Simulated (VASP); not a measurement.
# Cd (P6_3/mmc) in VASP: notebook

Runs on Cd. Level: PBEsol. Tasks: single point.

Program: VASP 6.6.1. These are calculated values, not measurements. Logs are shortened: lines on timing, memory, paths and dates and some standing lists are left out, and cuts for length are marked.

**1. The cell of the first run**

The structure is hexagonal, space group P6_3/mmc (No. 194). Conventional cell: a = 2.807 Å, b = 2.807 Å, c = 4.751 Å, α = 90.00°, β = 90.00°, γ = 120.00°. Cd (site symmetry -6m2) has 12 Cd at 2.81 to 2.88 Å within 3.7 Å.

**2. Single point, PBEsol**

INCAR

```
  ALGO = Normal
  EDIFF = 1E-6
  ENCUT = 520
  GGA = PS
  ISIF = 2
  ISMEAR = -1
  LASPH = T
  LCHARG = F
  LREAL = F
  LWAVE = F
  NBANDS = 19
  NELM = 100
  PREC = Accurate
  SIGMA = 0.05
```

KPOINTS

```
k-points
0
Gamma
  10 10 5
```

POSCAR

```
Cd
1.0
    2.8068310729      0.0000000000      0.0000000000
   -1.4034155365      2.4307870133      0.0000000000
    0.0000000000      0.0000000000      4.7508071502
Cd
2
Direct
    0.6666666667      0.3333333333      0.7500000000
    0.3333333333      0.6666666667      0.2500000000
```

Potentials or basis: VASP PAW PBE potentials, release 64 (Cd).

Launch:

```bash
$ cat potpaw_PBE.64/Cd/POTCAR > POTCAR
$ mpirun -np 1 vasp_std > vasp.out
```

OUTCAR:

```text
EDIFF = 1E-6
   ENCUT = 520
   GGA = PS
   ISIF = 2
   ISMEAR = -1
   LASPH = T
   LREAL = F
   NELM = 100
   PREC = Accurate

 ion  position               nearest neighbor table
   1  0.667  0.333  0.750-   2 2.88   2 2.88   2 2.88   2 2.88   2 2.88   2 2.88
   2  0.333  0.667  0.250-   1 2.88   1 2.88   1 2.88   1 2.88   1 2.88   1 2.88

  LATTYP: Found a hexagonal cell.
 ALAT       =     2.8068310729
 C/A-ratio  =     1.6925874863

  Lattice vectors:

 A1 = (   2.8068310729,   0.0000000000,   0.0000000000)
 A2 = (  -1.4034155365,   2.4307870133,   0.0000000000)
 A3 = (   0.0000000000,   0.0000000000,   4.7508071502)

Analysis of symmetry for initial positions (statically):
=====================================================================
 Subroutine PRICEL returns:
 Original cell was already a primitive cell.

 Routine SETGRP: Setting up the symmetry group for a
 hexagonal supercell.

 Subroutine GETGRP returns: Found 24 space group operations
 (whereof 12 operations were pure point group operations)
 out of a pool of 24 trial point group operations.

The static configuration has the point symmetry D_3d.
 The point group associated with its full space group is D_6h.

Analysis of symmetry for dynamics (positions and initial velocities):
=====================================================================
 Subroutine PRICEL returns:
 Original cell was already a primitive cell.

 Routine SETGRP: Setting up the symmetry group for a
 hexagonal supercell.

 Subroutine GETGRP returns: Found 24 space group operations
 (whereof 12 operations were pure point group operations)
 out of a pool of 24 trial point group operations.

The dynamic configuration has the point symmetry D_3d.
 The point group associated with its full space group is D_6h.

 Subroutine INISYM returns: Found 24 space group operations
 (whereof 12 operations are pure point group operations),
 and found     1 'primitive' translations

----------------------------------------------------------------------------------------

                                     Primitive cell

  volume of cell :      32.4138

  direct lattice vectors                    reciprocal lattice vectors
     2.806831073  0.000000000  0.000000000     0.356273667  0.205694698  0.000000000
    -1.403415537  2.430787013  0.000000000     0.000000000  0.411389396  0.000000000
     0.000000000  0.000000000  4.750807150     0.000000000  0.000000000  0.210490548

  length of vectors
     2.806831073  2.806831073  4.750807150     0.411389396  0.411389396  0.210490548

  position of ions in fractional coordinates (direct lattice)
     0.666666667  0.333333333  0.750000000
     0.333333333  0.666666667  0.250000000

  ion indices of the primitive-cell ions
   primitive index   ion index
                 1           1
                 2           2

----------------------------------------------------------------------------------------

 KPOINTS: k-points

Automatic generation of k-mesh.
 Grid dimensions read from file:
 generate k-points for:   10   10    5

 Generating k-lattice:

  Cartesian coordinates                     Fractional coordinates (reciprocal lattice)
     0.035627367  0.020569470  0.000000000     0.100000000 -0.000000000  0.000000000
     0.000000000  0.041138940  0.000000000     0.000000000  0.100000000  0.000000000
     0.000000000  0.000000000  0.042098110     0.000000000  0.000000000  0.200000000

  Length of vectors
     0.041138940  0.041138940  0.042098110

  Shift w.r.t. Gamma in fractional coordinates (k-lattice)
     0.000000000  0.000000000  0.000000000

 Subroutine IBZKPT returns following result:
 ===========================================

 Found     42 irreducible k-points:

 Following reciprocal coordinates:
            Coordinates               Weight
  0.000000  0.000000  0.000000      1.000000
  0.100000  0.000000  0.000000      6.000000
  0.200000  0.000000  0.000000      6.000000
  0.300000  0.000000  0.000000      6.000000
  0.400000  0.000000  0.000000      6.000000
  0.500000  0.000000  0.000000      3.000000
[... 16 lines left out ...]
  0.300000  0.100000  0.200000     24.000000
  0.400000  0.100000  0.200000     24.000000
 [... further k-points ...]
   k-points           NKPTS =     42   k-points in BZ     NKDIM =     42   number of bands    NBANDS=     19
   number of dos      NEDOS =    301   number of ions     NIONS =      2
   total plane-waves  NPLWV =  20736
   dimension x,y,z NGX =    24 NGY =   24 NGZ =   36
   dimension x,y,z NGXF=    48 NGYF=   48 NGZF=   72
   ions per type =               2
   NGX,Y,Z   is equivalent  to a cutoff of  14.21, 14.21, 12.60 a.u.
   NGXF,Y,Z  is equivalent  to a cutoff of  28.43, 28.43, 25.20 a.u.
 SYSTEM =  unknown system
   PREC   = accura    normal or accurate (medium, high low for compatibility)
   ISTART =      0    job   : 0-new  1-cont  2-samecut
   ICHARG =      2    charge: 1-file 2-atom 10-const
   ISPIN  =      1    spin polarized calculation?
   LNONCOLLINEAR =      F non collinear calculations
   LSORBIT =      F    spin-orbit coupling
   LASPH  =      T    aspherical Exc in radial PAW
   ENCUT  =  520.0 eV  38.22 Ry    6.18 a.u.   5.22  5.22  8.83*2*pi/ulx,y,z
   NELM   =    100;   NELMIN=  2; NELMDL= -5     # of ELM steps
   EDIFF  = 0.1E-05   stopping-criterion for ELM
   LREAL  =      F    real-space projection
   EDIFFG = 0.1E-04   stopping-criterion for IOM
   NSW    =      0    number of steps for IOM
   IBRION =     -1    ionic relax: 0-MD 1-quasi-New 2-CG
   NFREE  =      0    steps in history (QN), initial steepest desc. (CG)
   ISIF   =      2    stress and relaxation
   ISYM   =      2    0-nonsym 1-usesym 2-fastsym
   POTIM  = 0.5000    time-step for ionic-motion
   TEBEG  =    0.0;   TEEND  =   0.0 temperature during run
   PSTRESS=    0.0 pullay stress
   NELECT =      24.0000    total number of electrons
   NUPDOWN=      -1.0000    fix difference up-down
   EMIN   =  10.00;   EMAX   =-10.00  energy-range for DOS
   EFERMI =   0.00;   METHOD = LEGACY
   ISMEAR =    -1;   SIGMA  =   0.05  broadening in eV -4-tet -1-fermi 0-gaus
   EFERMI_NEDOS =   21; number of points for ismear=-14 and -15
   IALGO  =     38    algorithm
   IMIX   =      4    mixing-type and parameters
     AMIX     =   0.40;   BMIX     =  1.00
     AMIX_MAG =   1.60;   BMIX_MAG =  1.00
  volume/ion in A,a.u.               =      16.21       109.37
  Fermi-wavevector in a.u.,A,eV,Ry     =   1.481045  2.798770 29.844319  2.193496
  Thomas-Fermi vector in A             =   2.595004
   LORBIT       =      0    0 simple, 1 ext, 2 COOP (PROOUT), +10 PAW based schemes
   GGA     = PS    functional components
   LHFCALC =     F    Hartree Fock is set to
   AEXX    =    0.0000 exact exchange contribution
   IVDW    =     0    specifies the selected vdW correction
   LEPSILON=     F    determine dielectric tensor
   LRPA    =     F    only Hartree local field effects (RPA)
 non-spin polarized calculation
  energy-cutoff  :      520.00
  volume of cell :       32.41
 maximum number of plane-waves:       884
 NGX is ok and might be reduce to    24
   NGX = 11   NGY = 11   NGZ = 17

 number of electron      24.0000010 magnetization

 Free energy of the ion-electron system (eV)
  ---------------------------------------------------
  ext. energy  EPLUGINS =         0.00000000
  ---------------------------------------------------
  free energy    TOTEN  =        -1.70733512 eV

  energy without entropy =       -1.70485533  energy(sigma->0) =       -1.70609523

 E-fermi :   5.7910     XC(G=0): -12.8397

 val. band max:        5.6639384207   @ k =   0.3000   0.3000   0.0000
 cond. band min:       5.8092515137   @ k =   0.3000   0.3000   0.2000
 fundamental gap:      0.1453130930
 Fermi energy:         5.7909911670

 k-point     1 :       0.0000    0.0000    0.0000
  band No.  band energies     occupation
      1      -6.1701      2.00000
      2      -6.0839      2.00000
      3      -5.0875      2.00000
      4      -4.8850      2.00000
      5      -4.8850      2.00000
      6      -4.7225      2.00000
[... 11 lines left out ...]
     18      21.8485      0.00000
     19      23.4242      0.00000

 k-point     2 :       0.1000    0.0000    0.0000
  band No.  band energies     occupation
      1      -5.9513      2.00000
      2      -5.8848      2.00000
      3      -5.1230      2.00000
      4      -4.8470      2.00000
      5      -4.7519      2.00000
      6      -4.7457      2.00000
[... 11 lines left out ...]
     18      22.7374      0.00000
     19      23.1469      0.00000

 k-point     3 :       0.2000    0.0000    0.0000
  band No.  band energies     occupation
      1      -5.7690      2.00000
      2      -5.4273      2.00000
      3      -5.0782      2.00000
      4      -4.8104      2.00000
      5      -4.7760      2.00000
      6      -4.5107      2.00000
[... 11 lines left out ...]
     18      21.0923      0.00000
     19      21.5913      0.00000

 k-point     4 :       0.3000    0.0000    0.0000
  band No.  band energies     occupation
      1      -5.9155      2.00000
      2      -5.5203      2.00000
      3      -5.3243      2.00000
      4      -4.7795      2.00000
      5      -4.6761      2.00000
      6      -4.4435      2.00000
[... 11 lines left out ...]
     18      19.6023      0.00000
     19      20.7625      0.00000

 k-point     5 :       0.4000    0.0000    0.0000
  band No.  band energies     occupation
      1      -6.1206      2.00000
      2      -5.6941      2.00000
      3      -5.6909      2.00000
      4      -4.7984      2.00000
      5      -4.6051      2.00000
      6      -4.5531      2.00000
[... 11 lines left out ...]
     18      19.4505      0.00000
     19      19.8604      0.00000

 k-point     6 :       0.5000    0.0000    0.0000
  band No.  band energies     occupation
      1      -6.2027      2.00000
      2      -5.8196      2.00000
      3      -5.7655      2.00000
      4      -4.8431      2.00000
      5      -4.6627      2.00000
      6      -4.4707      2.00000
[... 11 lines left out ...]
     18      19.4170      0.00000
     19      19.5420      0.00000

 k-point     7 :       0.1000    0.1000    0.0000
  band No.  band energies     occupation
      1      -5.7450      2.00000
      2      -5.4450      2.00000
      3      -5.1916      2.00000
      4      -4.8233      2.00000
      5      -4.7340      2.00000
      6      -4.6148      2.00000
[... 11 lines left out ...]
     18      21.4057      0.00000
     19      22.0184      0.00000

 k-point     8 :       0.2000    0.1000    0.0000
  band No.  band energies     occupation
      1      -5.6753      2.00000
      2      -5.3692      2.00000
      3      -5.1018      2.00000
      4      -4.9509      2.00000
      5      -4.7270      2.00000
      6      -4.6793      2.00000
[... 256 lines left out ...]
 k-point    20 :       0.5000    0.0000    0.2000
  band No.  band energies     occupation
      1      -6.1309      2.00000
      2      -6.0558      2.00000
      3      -5.5492      2.00000
      4      -5.1071      2.00000
      5      -4.7264      2.00000
      6      -4.2805      2.00000
[... 11 lines left out ...]
     18      19.3707      0.00000
     19      19.4303      0.00000

 k-point    21 :       0.1000    0.1000    0.2000
  band No.  band energies     occupation
      1      -5.6690      2.00000
      2      -5.2919      2.00000
      3      -5.1862      2.00000
      4      -4.9254      2.00000
      5      -4.9180      2.00000
      6      -4.5994      2.00000
[... 11 lines left out ...]
     18      20.2603      0.00000
     19      22.0165      0.00000

 k-point    22 :       0.2000    0.1000    0.2000
  band No.  band energies     occupation
      1      -5.6315      2.00000
      2      -5.4058      2.00000
      3      -5.1453      2.00000
      4      -4.9630      2.00000
      5      -4.9081      2.00000
      6      -4.4446      2.00000
[... 11 lines left out ...]
     18      19.6233      0.00000
     19      21.5775      0.00000

 k-point    23 :       0.3000    0.1000    0.2000
  band No.  band energies     occupation
      1      -5.8484      2.00000
      2      -5.7237      2.00000
      3      -5.2637      2.00000
      4      -5.1056      2.00000
      5      -4.7326      2.00000
      6      -4.4668      2.00000
[... 11 lines left out ...]
     18      17.4011      0.00000
     19      21.3771      0.00000

 k-point    24 :       0.4000    0.1000    0.2000
  band No.  band energies     occupation
      1      -5.9826      2.00000
      2      -5.9400      2.00000
      3      -5.4168      2.00000
      4      -5.1086      2.00000
      5      -4.8237      2.00000
      6      -4.2728      2.00000
[... 11 lines left out ...]
     18      16.7062      0.00000
     19      20.6776      0.00000

 [... further k-points ...]

------------------------ aborting loop because EDIFF is reached ----------------------------------------

  FORCE on cell =-STRESS in cart. coord.  units (eV):
  Direction    XX          YY          ZZ          XY          YZ          ZX
  --------------------------------------------------------------------------------------
  -------------------------------------------------------------------------------------
  Total        6.3469626      6.3469626      6.3108951     -0.0000000      0.0000000      0.0000000
  in kB      313.7226954    313.7226954    311.9399197     -0.0000000      0.0000000      0.0000000
  external PRESSURE =     313.1284369 kB  Pullay stress =       0.0000000 kB

 VOLUME and BASIS-vectors are now :
 -----------------------------------------------------------------------------
  energy-cutoff  :      520.00
  volume of cell :       32.41
      direct lattice vectors                 reciprocal lattice vectors
     2.806831073  0.000000000  0.000000000     0.356273667  0.205694698  0.000000000
    -1.403415537  2.430787013  0.000000000     0.000000000  0.411389396  0.000000000
     0.000000000  0.000000000  4.750807150     0.000000000  0.000000000  0.210490548

 POSITION                                       TOTAL-FORCE (eV/Angst)
 -----------------------------------------------------------------------------------
      1.40342      0.81026      3.56311         0.000000     -0.000000      0.000000
     -0.00000      1.62052      1.18770        -0.000000      0.000000      0.000000
 -----------------------------------------------------------------------------------
    total drift:                               -0.000000      0.000000     -0.000000

  FREE ENERGIE OF THE ION-ELECTRON SYSTEM (eV)
  ---------------------------------------------------
  free  energy   TOTEN  =        -1.7073351220 eV

  energy  without entropy=       -1.7048553288  energy(sigma->0) =       -1.70609523
```

Run time: 13 s. Hardware: 1 thread of AMD EPYC 9R14 (Zen 4), shared host; peak memory 0.13 GiB.

Results:

```
Free energy            : -1.7073 eV
Pressure               : 31.3 GPa
Band gap on the k mesh : zero (band 12 reaches 6.30 eV, above the bottom of band 13 at 4.02 eV)
```

Stress tensor (GPa, compression positive):
```
31.37  0.00  0.00
 0.00 31.37  0.00
 0.00  0.00 31.19
```

Caveat: the PAW data sets were made with another functional, which shifts forces and pressure a little.

**3. Single point, PBEsol**

This run uses another cell than the first one, of 17.11 Å³/atom, 1.056 times its volume.

INCAR

```
PREC = Accurate
ENCUT = 520
EDIFF = 1E-6
ISMEAR = -1
SIGMA = 0.05
LREAL = False
LASPH = True
NELM = 100
ALGO = Normal
ISIF = 2
LWAVE = False
LCHARG = True
GGA = PS
LELF = True
LVHAR = True
NBANDS = 19
```

KPOINTS

```
regular mesh
0
Gamma
  10 10 5
```

POSCAR

```
Cd
1.0
    2.8512494704      0.0000000000      0.0000000000
   -1.4256247352      2.4692544739      0.0000000000
    0.0000000000      0.0000000000      4.8608440735
Cd
2
Direct
    0.6666666667      0.3333333333      0.7500000000
    0.3333333333      0.6666666667      0.2500000000
```

Potentials or basis: VASP PAW PBE potentials, release 64 (Cd).

Launch:

```bash
$ cat potpaw_PBE.64/Cd/POTCAR > POTCAR
$ mpirun -np 1 vasp_std > vasp.out
```

OUTCAR:

```text
PREC = Accurate
   ENCUT = 520
   EDIFF = 1E-6
   ISMEAR = -1
   LREAL = False
   LASPH = True
   NELM = 100
   ISIF = 2
   GGA = PS

 ion  position               nearest neighbor table
   1  0.667  0.333  0.750-   2 2.94   2 2.94   2 2.94   2 2.94   2 2.94   2 2.94
   2  0.333  0.667  0.250-   1 2.94   1 2.94   1 2.94   1 2.94   1 2.94   1 2.94

  LATTYP: Found a hexagonal cell.
 ALAT       =     2.8512494704
 C/A-ratio  =     1.7048119163

  Lattice vectors:

 A1 = (   2.8512494704,   0.0000000000,   0.0000000000)
[... 192 lines left out ...]
      5      -5.1845      2.00000
      6      -5.0446      2.00000
[... 505 lines left out ...]
      6      -4.6178      2.00000
[... 11 lines left out ...]
     18      15.8345      0.00000
     19      19.7200      0.00000

 [... further k-points ...]
[... 5 lines left out ...]
  --------------------------------------------------------------------------------------
  -------------------------------------------------------------------------------------
  Total        4.5061989      4.5061989      4.4572034      0.0000000     -0.0000000      0.0000000
  in kB      210.9639170    210.9639170    208.6701280      0.0000000     -0.0000000      0.0000000
  external PRESSURE =     210.1993207 kB  Pullay stress =       0.0000000 kB

 VOLUME and BASIS-vectors are now :
 -----------------------------------------------------------------------------
  energy-cutoff  :      520.00
  volume of cell :       34.22
      direct lattice vectors                 reciprocal lattice vectors
     2.851249470  0.000000000  0.000000000     0.350723432  0.202490268  0.000000000
    -1.425624735  2.469254474  0.000000000     0.000000000  0.404980536  0.000000000
     0.000000000  0.000000000  4.860844074     0.000000000  0.000000000  0.205725587

 POSITION                                       TOTAL-FORCE (eV/Angst)
 -----------------------------------------------------------------------------------
      1.42562      0.82308      3.64563        -0.000000      0.000000      0.000000
     -0.00000      1.64617      1.21521         0.000000     -0.000000      0.000000
 -----------------------------------------------------------------------------------
    total drift:                               -0.000000      0.000000     -0.000000

  FREE ENERGIE OF THE ION-ELECTRON SYSTEM (eV)
  ---------------------------------------------------
  free  energy   TOTEN  =        -1.9995022943 eV

  energy  without entropy=       -1.9957455769  energy(sigma->0) =       -1.99762394
```

OSZICAR:

```text
N       E                     dE             d eps       ncg     rms          rms(c)
DAV:   1     0.181691565423E+03    0.18169E+03   -0.13417E+04  1596   0.133E+03
DAV:   2     0.166732600580E+01   -0.18002E+03   -0.17322E+03  1659   0.346E+02
DAV:   3    -0.225508252786E+01   -0.39224E+01   -0.39147E+01  1835   0.589E+01
DAV:   4    -0.226215123056E+01   -0.70687E-02   -0.70682E-02  1750   0.235E+00
DAV:   5    -0.226216949297E+01   -0.18262E-04   -0.18261E-04  1791   0.120E-01    0.847E+00
DAV:   6    -0.202576223507E+01    0.23641E+00   -0.46887E-01  1743   0.931E+00    0.595E+00
DAV:   7    -0.200217002550E+01    0.23592E-01   -0.56959E-02  1810   0.266E+00    0.222E+00
DAV:   8    -0.199947616008E+01    0.26939E-02   -0.79393E-03  1678   0.118E+00    0.143E-01
DAV:   9    -0.199948561744E+01   -0.94574E-05   -0.14649E-05  1843   0.402E-02    0.596E-02
DAV:  10    -0.199950239144E+01   -0.16774E-04   -0.74901E-06  1715   0.289E-02    0.320E-03
DAV:  11    -0.199950229429E+01    0.97151E-07   -0.38716E-07   888   0.801E-03
   1 F= -.19995023E+01 E0= -.19976239E+01  d E =-.375672E-02
```

It took 14 s on 1 thread of AMD EPYC 9R14 (Zen 4), shared host; peak memory 0.13 GiB.

What came out:

```
Free energy            : -1.9995 eV
Pressure               : 21.0 GPa
Band gap on the k mesh : zero (band 12 reaches 5.76 eV, above the bottom of band 13 at 3.25 eV)
```

Stress tensor (GPa, compression positive):
```
21.10  0.00  0.00
 0.00 21.10  0.00
 0.00  0.00 20.87
```

Levels at points of the mesh, in eV from the Fermi level:
| k point | band 8 | band 9 | band 10 | band 11 | band 12 | band 13 | band 14 | band 15 | band 16 | band 17 |
| --- | --- | --- | --- | --- | --- | --- | --- | --- | --- | --- |
| (0.00, 0.00, 0.00) | -9.85 | -9.85 | -9.19 | -9.19 | -4.26 | -1.96 | 13.89 | 14.32 | 15.14 | 15.14 |
| (0.50, 0.00, 0.00) | -9.12 | -9.01 | -8.93 | -3.91 | -2.91 | 2.57 | 2.90 | 4.61 | 5.82 | 7.64 |

Caveat: the PAW data sets were made with another functional, which shifts forces and pressure a little.
